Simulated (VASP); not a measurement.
# LiTi36O72 (a cell with a defect) in VASP: single point with PBE

Aim: the single point of LiTi36O72 (a cell with a defect) with PBE.

All numbers are computed with VASP 6.6.1; they aren't measurements. Logs are shortened: lines on timing, memory, paths and dates and some standing lists are left out, and cuts for length are marked.

**1. The cell of the first run**

The cell holds a defect, 109 atoms: a = 11.396 Å, b = 11.396 Å, c = 11.091 Å, α = 110.03°, β = 110.03°, γ = 90.00°.

**2. Single point, PBE**

Input file INCAR:

```
PREC = Accurate
ENCUT = 520
EDIFF = 1E-7
ISMEAR = -1
SIGMA = 0.01
LREAL = Auto
LASPH = T
NELM = 100
ALGO = Normal
ISIF = 2
LWAVE = F
LCHARG = F
GGA = PE
NBANDS = 494
NELECT = 866.0
```

Input file KPOINTS:

```
regular mesh
0
Gamma
  1 1 1
```

Input file POSCAR:

```
LiTi36O72
1.0
    0.0000000000    -11.3955101200      0.0000000000
   11.3955101200      0.0000000000      0.0000000000
   -3.7985033700      3.7985033700      9.7031425200
Ti O Li
36 72 1
Direct
    0.0011944757      0.0004239090      0.0024982628
    0.2550250040      0.0785368101      0.2426429371
   -0.0015248621      0.0007642851      0.4990134887
    0.2483337890      0.0845879820      0.7475223604
    0.0008862482      0.3321392557      0.0009854539
    0.2491409089      0.4144769035      0.2490482846
[... 101 lines left out ...]
    0.9324006541      0.9319968986      0.7950986996
    0.1359506852      0.1803860807      0.4086731687
```

Potentials or basis: VASP PAW PBE potentials, release 64 (Ti_sv, O, Li_sv).

The run is started by

```sh
> cat potpaw_PBE.64/Ti_sv/POTCAR potpaw_PBE.64/O/POTCAR potpaw_PBE.64/Li_sv/POTCAR > POTCAR
> mpirun -np 1 vasp_gam > vasp.out
```

OUTCAR:

```text
PREC = Accurate
   ENCUT = 520
   EDIFF = 1E-7
   ISMEAR = -1
   LREAL = Auto
   LASPH = T
   NELM = 100
   ISIF = 2
   GGA = PE
   NELECT = 866.0

 ion  position               nearest neighbor table
   1  0.001  0.000  0.002- 105 1.93  39 1.94  89 1.95  87 1.96 108 2.01  38 2.02
   2  0.255  0.079  0.243-  62 1.88  56 1.92  39 1.95  40 1.99  38 2.01  37 2.06 109 2.61
   3  0.998  0.001  0.499-  91 1.93 101 1.94  43 1.95  85 1.95  42 2.01 104 2.01
   4  0.248  0.085  0.748-  44 1.93  42 1.94  66 1.96  60 1.97  41 2.01  43 2.01
   5  0.001  0.332  0.001-  89 1.93  47 1.93  95 1.95  97 1.96  46 2.00  92 2.01
   6  0.249  0.414  0.249-  40 1.93  46 1.94  70 1.95  48 1.97  47 2.00  45 2.03
   7  0.994  0.341  0.504-  99 1.88  93 1.89  50 1.98  51 2.01  85 2.02  88 2.04 109 2.63
   8  0.248  0.416  0.747-  52 1.93  44 1.95  50 1.95  74 1.96  51 2.01  49 2.01
   9  0.001  0.668  0.000-  55 1.93 105 1.94 103 1.95  97 1.96 100 2.00  54 2.01
  10  0.249  0.748  0.249-  48 1.93  54 1.94  78 1.95  56 1.97  55 2.00  53 2.01
  11  1.000  0.669  0.499- 101 1.93  59 1.94 107 1.95  93 1.97  96 2.00  58 2.01
  12  0.249  0.748  0.748-  58 1.93  52 1.93  82 1.95  60 1.96  57 2.01  59 2.01
  13  0.334  0.997  0.992-  63 1.91  57 1.94  41 1.95  60 1.96  39 1.98  62 2.06
  14  0.583  0.084  0.252-  62 1.92  86 1.93  80 1.94  64 1.95  61 1.97  63 2.06
  15  0.335  0.001  0.499-  67 1.92  53 1.94  37 1.96  43 1.96  66 2.00  56 2.01
  16  0.582  0.085  0.748-  68 1.92  66 1.94  90 1.95  84 1.97  67 2.01  65 2.01
  17  0.334  0.333  0.999-  71 1.94  41 1.94  49 1.95  47 1.96  70 2.01  44 2.03
  18  0.582  0.418  0.250-  72 1.93  70 1.93  94 1.95  64 1.95  71 2.01  69 2.02
  19  0.342  0.340  0.503-  75 1.88  45 1.89  74 1.97  37 2.02  51 2.02  40 2.04 109 2.63
  20  0.586  0.418  0.754-  76 1.94  98 1.94  68 1.94  74 1.96  73 1.97  75 2.05
  21  0.334  0.665  0.999-  79 1.93  49 1.94  57 1.95  55 1.96  78 2.00  52 2.02
  22  0.582  0.750  0.249-  78 1.93  80 1.94 102 1.95  72 1.95  79 2.01  77 2.01
  23  0.334  0.669  0.499-  53 1.93  83 1.94  59 1.95  45 1.97  48 2.00  82 2.01
  24  0.582  0.749  0.748-  76 1.93  82 1.94 106 1.95  84 1.96  83 2.00  81 2.02
  25  0.662  0.997  0.994-  63 1.93  81 1.93  65 1.95  84 1.96  87 1.97  86 2.05
  26  0.906  0.079  0.243-  86 1.87 104 1.92  87 1.95  88 1.99  38 2.02  85 2.06 109 2.61
  27  0.667  0.999  0.499-  77 1.92  91 1.94  67 1.95  61 1.96  90 2.01  80 2.02
  28  0.916  0.084  0.751-  92 1.94  90 1.94 108 1.95  42 1.95  89 2.02  91 2.02
  29  0.667  0.332  0.001-  65 1.93  95 1.94  71 1.95  73 1.96  94 1.99  68 2.03
  30  0.916  0.415  0.249-  88 1.93  94 1.94  46 1.95  96 1.97  95 1.99  93 2.03
  31  0.666  0.333  0.498-  99 1.92  75 1.93  69 1.94  61 1.95  64 1.98  98 2.04
  32  0.916  0.419  0.756-  98 1.92 100 1.94  92 1.95  97 1.96  50 1.97  99 2.06
  33  0.667  0.667  0.000-  81 1.94 103 1.94  79 1.95  73 1.95 102 2.00  76 2.02
  34  0.916  0.748  0.249-  96 1.93 102 1.94  54 1.95 104 1.97 103 2.00 101 2.01
  35  0.668  0.667  0.500- 107 1.93  69 1.94  83 1.95  77 1.96 106 2.01  72 2.01
  36  0.916  0.751  0.750- 106 1.94 108 1.94 100 1.95  58 1.95 107 2.01 105 2.02
  37  0.310  0.153  0.454- 109 1.92  15 1.96  19 2.02   2 2.06
  38  0.070  0.070  0.211- 109 1.98   2 2.01  26 2.02   1 2.02
  39  0.181  0.013  0.042-   1 1.94   2 1.95  13 1.98
  40  0.262  0.264  0.294-   6 1.93   2 1.99  19 2.04
  41  0.318  0.152  0.954-  17 1.94  13 1.95   4 2.01
  42  0.068  0.068  0.706-   4 1.94  28 1.95   3 2.01
  43  0.180  0.016  0.540-   3 1.95  15 1.96   4 2.01
  44  0.264  0.264  0.790-   4 1.93   8 1.95  17 2.03
  45  0.323  0.486  0.458-  19 1.89  23 1.97   6 2.03
  46  0.069  0.403  0.208-   6 1.94  30 1.95   5 2.00
  47  0.181  0.348  0.043-   5 1.93  17 1.96   6 2.00
  48  0.265  0.598  0.293-  10 1.93   6 1.97  23 2.00
  49  0.317  0.485  0.955-  21 1.94  17 1.95   8 2.01
  50  0.068  0.404  0.707-   8 1.95  32 1.97   7 1.98
  51  0.180  0.346  0.540- 109 1.89   8 2.01   7 2.01  19 2.02
  52  0.264  0.597  0.791-  12 1.93   8 1.93  21 2.02
  53  0.318  0.820  0.457-  23 1.93  15 1.94  10 2.01
  54  0.069  0.738  0.208-  10 1.94  34 1.95   9 2.01
  55  0.181  0.681  0.043-   9 1.93  21 1.96  10 2.00
  56  0.269  0.931  0.291-   2 1.92  10 1.97  15 2.01
  57  0.317  0.818  0.955-  13 1.94  21 1.95  12 2.01
[... 25 lines left out ...]
  83  0.514  0.683  0.543-  23 1.94  35 1.95  24 2.00
  84  0.596  0.931  0.792-  25 1.96  24 1.96  16 1.97
  85  0.992  0.153  0.454- 109 1.93   3 1.95   7 2.02  26 2.06
  86  0.732  0.072  0.205-  26 1.87  14 1.93  25 2.05
  87  0.846  0.013  0.042-  26 1.95   1 1.96  25 1.97
  88  0.934  0.264  0.294-  30 1.93  26 1.99   7 2.04
  89  0.985  0.153  0.959-   5 1.93   1 1.95  28 2.02
  90  0.735  0.066  0.706-  28 1.94  16 1.95  27 2.01
  91  0.848  0.017  0.542-   3 1.93  27 1.94  28 2.02
[... 15 lines left out ...]
 107  0.847  0.684  0.543-  35 1.93  11 1.95  36 2.01
 108  0.932  0.932  0.795-  36 1.94  28 1.95   1 2.01
 109  0.136  0.180  0.409-  51 1.89  37 1.92  85 1.93  38 1.98   2 2.61  26 2.61   7 2.63  19 2.63

  LATTYP: Found a base centered monoclinic cell.
 ALAT       =    16.1156849619
 B/A-ratio  =     1.0000000000
 C/A-ratio  =     0.6882057812
 COS(beta)  =    -0.4843512539

  Lattice vectors:

 A1 = (   0.0000000000, -11.3955101200,   0.0000000000)
 A2 = (  11.3955101200,   0.0000000000,   0.0000000000)
 A3 = (  -3.7985033700,   3.7985033700,   9.7031425200)

Analysis of symmetry for initial positions (statically):
=====================================================================
 Subroutine PRICEL returns:
 Original cell was already a primitive cell.

 Routine SETGRP: Setting up the symmetry group for a
 base centered monoclinic supercell.

 Subroutine GETGRP returns: Found  1 space group operations
 (whereof  1 operations were pure point group operations)
 out of a pool of  4 trial point group operations.

The static configuration has the point symmetry C_1 .

Analysis of symmetry for dynamics (positions and initial velocities):
=====================================================================
 Subroutine PRICEL returns:
 Original cell was already a primitive cell.

 Routine SETGRP: Setting up the symmetry group for a
 base centered monoclinic supercell.

 Subroutine GETGRP returns: Found  1 space group operations
 (whereof  1 operations were pure point group operations)
 out of a pool of  4 trial point group operations.

The dynamic configuration has the point symmetry C_1 .

 Subroutine INISYM returns: Found  1 space group operations
 (whereof  1 operations are pure point group operations),
 and found     1 'primitive' translations

----------------------------------------------------------------------------------------

                                     Primitive cell

  volume of cell :    1260.0273

  direct lattice vectors                    reciprocal lattice vectors
     0.000000000-11.395510120  0.000000000     0.000000000 -0.087753860  0.034353132
    11.395510120  0.000000000  0.000000000     0.087753860  0.000000000  0.034353132
    -3.798503370  3.798503370  9.703142520     0.000000000  0.000000000  0.103059395

  length of vectors
    11.395510120 11.395510120 11.090907558     0.094238408  0.094238408  0.103059395

  position of ions in fractional coordinates (direct lattice)
     0.001194476  0.000423909  0.002498263
     0.255025004  0.078536810  0.242642937
     0.998475138  0.000764285  0.499013489
     0.248333789  0.084587982  0.747522360
     0.000886248  0.332139256  0.000985454
     0.249140909  0.414476904  0.249048285
[... 101 lines left out ...]
     0.932400654  0.931996899  0.795098700
     0.135950685  0.180386081  0.408673169

  ion indices of the primitive-cell ions
   primitive index   ion index
                 1           1
                 2           2
                 3           3
                 4           4
                 5           5
                 6           6
[... 101 lines left out ...]
               108         108
               109         109

----------------------------------------------------------------------------------------

 KPOINTS: regular mesh

Automatic generation of k-mesh.
 Grid dimensions read from file:
 generate k-points for:    1    1    1

 Generating k-lattice:

  Cartesian coordinates                     Fractional coordinates (reciprocal lattice)
     0.000000000 -0.087753860  0.034353132     1.000000000  0.000000000  0.000000000
     0.087753860  0.000000000  0.034353132     0.000000000  1.000000000  0.000000000
     0.000000000  0.000000000  0.103059395     0.000000000  0.000000000  1.000000000
   k-points           NKPTS =      1   k-points in BZ     NKDIM =      1   number of bands    NBANDS=    494
   number of dos      NEDOS =    301   number of ions     NIONS =    109
   total plane-waves  NPLWV = 680400
   dimension x,y,z NGX =    90 NGY =   90 NGZ =   84
   dimension x,y,z NGXF=   180 NGYF=  180 NGZF=  168
   ions per type =              36  72   1
   NGX,Y,Z   is equivalent  to a cutoff of  13.13, 13.13, 12.59 a.u.
   NGXF,Y,Z  is equivalent  to a cutoff of  26.26, 26.26, 25.18 a.u.
 SYSTEM =  unknown system
   PREC   = accura    normal or accurate (medium, high low for compatibility)
   ISTART =      0    job   : 0-new  1-cont  2-samecut
   ICHARG =      2    charge: 1-file 2-atom 10-const
   ISPIN  =      1    spin polarized calculation?
   LNONCOLLINEAR =      F non collinear calculations
   LSORBIT =      F    spin-orbit coupling
   LASPH  =      T    aspherical Exc in radial PAW
   ENCUT  =  520.0 eV  38.22 Ry    6.18 a.u.  21.19 21.19 20.62*2*pi/ulx,y,z
   NELM   =    100;   NELMIN=  2; NELMDL= -5     # of ELM steps
   EDIFF  = 0.1E-06   stopping-criterion for ELM
   LREAL  =      T    real-space projection
   EDIFFG = 0.1E-05   stopping-criterion for IOM
   NSW    =      0    number of steps for IOM
   IBRION =     -1    ionic relax: 0-MD 1-quasi-New 2-CG
   NFREE  =      0    steps in history (QN), initial steepest desc. (CG)
   ISIF   =      2    stress and relaxation
   ISYM   =      2    0-nonsym 1-usesym 2-fastsym
   POTIM  = 0.5000    time-step for ionic-motion
   TEBEG  =    0.0;   TEEND  =   0.0 temperature during run
   PSTRESS=    0.0 pullay stress
   NELECT =     866.0000    total number of electrons
   NUPDOWN=      -1.0000    fix difference up-down
   EMIN   =  10.00;   EMAX   =-10.00  energy-range for DOS
   EFERMI =   0.00;   METHOD = LEGACY
   ISMEAR =    -1;   SIGMA  =   0.01  broadening in eV -4-tet -1-fermi 0-gaus
   EFERMI_NEDOS =   21; number of points for ismear=-14 and -15
   IALGO  =     38    algorithm
   IMIX   =      4    mixing-type and parameters
     AMIX     =   0.40;   BMIX     =  1.00
     AMIX_MAG =   1.60;   BMIX_MAG =  1.00
  volume/ion in A,a.u.               =      11.56        78.01
  Fermi-wavevector in a.u.,A,eV,Ry     =   1.444733  2.730149 28.398792  2.087252
  Thomas-Fermi vector in A             =   2.562994
   LORBIT       =      0    0 simple, 1 ext, 2 COOP (PROOUT), +10 PAW based schemes
   GGA     = PE    functional components
   LHFCALC =     F    Hartree Fock is set to
   AEXX    =    0.0000 exact exchange contribution
   IVDW    =     0    specifies the selected vdW correction
   LEPSILON=     F    determine dielectric tensor
   LRPA    =     F    only Hartree local field effects (RPA)
 non-spin polarized calculation
  energy-cutoff  :      520.00
  volume of cell :     1260.03
 maximum number of plane-waves:     16944
 NGX is ok and might be reduce to    90
   NGX = 43   NGY = 43   NGZ = 41

 number of electron     865.9999914 magnetization

 Free energy of the ion-electron system (eV)
  ---------------------------------------------------
  ext. energy  EPLUGINS =         0.00000000
  ---------------------------------------------------
  free energy    TOTEN  =      -978.66914766 eV

  energy without entropy =     -978.66914766  energy(sigma->0) =     -978.66914766

 E-fermi :   3.4387     XC(G=0): -10.6082

 val. band max:        3.1174666700   @ k =   0.0000   0.0000   0.0000
 cond. band min:       5.3186659943   @ k =   0.0000   0.0000   0.0000
 fundamental gap:      2.2011993243
 Fermi energy:         3.4387349859

 k-point     1 :       0.0000    0.0000    0.0000
  band No.  band energies     occupation
      1     -53.2816      2.00000
      2     -53.2651      2.00000
      3     -53.2616      2.00000
      4     -53.2565      2.00000
      5     -53.2534      2.00000
      6     -53.2524      2.00000
[... 437 lines left out ...]
    444       6.1988      0.00000
    445       6.2076      0.00000
 [bands above 445 left out]

------------------------ aborting loop because EDIFF is reached ----------------------------------------

  FORCE on cell =-STRESS in cart. coord.  units (eV):
  Direction    XX          YY          ZZ          XY          YZ          ZX
  --------------------------------------------------------------------------------------
  -------------------------------------------------------------------------------------
  Total       -7.7351830     -1.1077376     -1.3536491     -0.1593226      0.3953202     -0.0597763
  in kB       -9.8356082     -1.4085347     -1.7212213     -0.2025854      0.5026662     -0.0760081
  external PRESSURE =      -4.3217881 kB  Pullay stress =       0.0000000 kB

 VOLUME and BASIS-vectors are now :
 -----------------------------------------------------------------------------
  energy-cutoff  :      520.00
  volume of cell :     1260.03
      direct lattice vectors                 reciprocal lattice vectors
     0.000000000-11.395510120  0.000000000     0.000000000 -0.087753860  0.034353132
    11.395510120  0.000000000  0.000000000     0.087753860  0.000000000  0.034353132
    -3.798503370  3.798503370  9.703142520     0.000000000  0.000000000  0.103059395

 POSITION                                       TOTAL-FORCE (eV/Angst)
 -----------------------------------------------------------------------------------
     -0.00466     -0.00412      0.02424         0.015923     -0.000459      0.009435
     -0.02671     -1.98446      2.35440         0.034551      0.030740      0.040235
     -1.88679     -9.48263      4.84200        -0.011256     -0.000243      0.017929
     -1.87554      0.00958      7.25332        -0.022420      0.001608     -0.009472
      3.78115     -0.00636      0.00956         0.018924      0.006498     -0.009448
      3.77716     -1.89308      2.41655        -0.003388      0.003320      0.007778
[... 101 lines left out ...]
      7.60039     -7.60500      7.71496         0.000449      0.004615     -0.014239
      0.50324      0.00312      3.96541        -0.363614      0.006755      0.210469
 -----------------------------------------------------------------------------------
    total drift:                                0.022931      0.018533     -0.053759

  FREE ENERGIE OF THE ION-ELECTRON SYSTEM (eV)
  ---------------------------------------------------
  free  energy   TOTEN  =      -978.6691476618 eV

  energy  without entropy=     -978.6691476618  energy(sigma->0) =     -978.66914766
```

It took 34 min on 1 thread of Oxide Virtual Turin-like, shared host; peak memory 1.4 GiB.

Results:

| Property | Result |
| --- | --- |
| Free energy | -978.6691 eV |
| Largest force | 0.420 eV/Å |

Forces in eV/Å, atoms in the order of the input:
```
Ti   0.016  0.000  0.009
Ti   0.035  0.031  0.040
Ti  -0.011  0.000  0.018
Ti  -0.022  0.002 -0.009
Ti   0.019  0.006 -0.009
Ti  -0.003  0.003  0.008
Ti  -0.005 -0.043 -0.049
Ti  -0.005  0.003 -0.007
Ti   0.005  0.002  0.000
Ti  -0.001  0.001 -0.022
Ti  -0.018 -0.010  0.012
Ti  -0.006  0.001 -0.022
Ti   0.018  0.041  0.031
Ti   0.005 -0.001 -0.012
Ti  -0.006  0.005  0.011
Ti  -0.024 -0.001  0.017
Ti   0.007  0.009 -0.022
Ti  -0.009  0.003  0.001
Ti  -0.011  0.023 -0.055
Ti  -0.008 -0.006 -0.025
Ti   0.013  0.010 -0.007
Ti  -0.012 -0.007 -0.005
Ti  -0.021 -0.001  0.013
Ti   0.010 -0.008 -0.013
Ti   0.031 -0.017  0.029
Ti   0.040 -0.025  0.033
Ti   0.028  0.004  0.015
Ti  -0.017 -0.014  0.025
Ti   0.025  0.002 -0.017
Ti   0.001  0.003  0.005
Ti   0.000 -0.004  0.022
Ti   0.000 -0.009 -0.044
Ti   0.005 -0.012 -0.010
Ti  -0.003  0.001 -0.019
Ti   0.018  0.010  0.004
Ti   0.008 -0.001  0.010
O    0.028 -0.027  0.018
O    0.026  0.001  0.063
O    0.002 -0.005 -0.041
O    0.012 -0.066 -0.015
O    0.000  0.004  0.017
O   -0.007  0.002  0.015
O    0.041 -0.004 -0.032
O    0.020 -0.001 -0.011
O    0.018  0.016  0.009
O   -0.002  0.000  0.021
O    0.001 -0.016 -0.019
O   -0.010 -0.004 -0.021
O    0.000 -0.001  0.020
O    0.008 -0.004  0.020
O   -0.015 -0.002 -0.018
O   -0.006  0.001 -0.017
O    0.001  0.005  0.017
O    0.008  0.001  0.015
O   -0.004 -0.013 -0.023
O   -0.006  0.003 -0.024
O    0.001 -0.001  0.021
O    0.008  0.006  0.014
O    0.005 -0.002 -0.024
O    0.000 -0.001 -0.039
O    0.004 -0.002  0.032
O   -0.010 -0.022 -0.008
O    0.008 -0.010 -0.017
O    0.009  0.002 -0.024
O   -0.014 -0.004  0.010
O   -0.006  0.003  0.013
O    0.003 -0.019 -0.024
O    0.020  0.006 -0.013
O   -0.009 -0.002  0.013
O    0.015  0.002  0.017
O   -0.006  0.002 -0.023
O    0.013 -0.001 -0.022
O   -0.003  0.004  0.027
O    0.007  0.006  0.018
O    0.012 -0.013 -0.011
O   -0.010 -0.005 -0.016
O   -0.020 -0.001  0.020
O    0.012  0.006  0.016
O   -0.006 -0.003 -0.025
O    0.017  0.001 -0.017
O    0.007  0.001  0.017
O    0.006  0.003  0.015
O   -0.006  0.000 -0.029
O    0.005 -0.005 -0.032
O    0.027  0.025  0.012
O   -0.010  0.026 -0.008
O    0.004  0.003 -0.041
O    0.010  0.062 -0.014
O   -0.003  0.000  0.013
O    0.005  0.006  0.014
O    0.002  0.016 -0.022
O    0.013 -0.006 -0.025
O    0.025 -0.015  0.008
O    0.017  0.008  0.021
O    0.000  0.001 -0.018
O   -0.009  0.005 -0.017
O   -0.002 -0.001  0.036
O   -0.004  0.014  0.009
O    0.009  0.008 -0.007
O    0.003  0.003 -0.020
O   -0.001 -0.004  0.015
O    0.013  0.002  0.020
O   -0.006  0.003 -0.022
O   -0.005 -0.003 -0.023
O   -0.003 -0.003  0.021
O    0.004  0.003  0.016
O   -0.001 -0.006 -0.022
O    0.000  0.005 -0.014
Li  -0.364  0.007  0.210
```

Caveat: the k points lie up to 0.65 Å⁻¹ apart; the cell carries a net charge on a neutralising background, which shifts energy and pressure; the cell is charged against a uniform background, so pressure and absolute levels hang on convention; the cutoff is under 1.25 times the usual one of these potentials, so pressure, stress and relaxed cells hold a basis-set (Pulay) error.
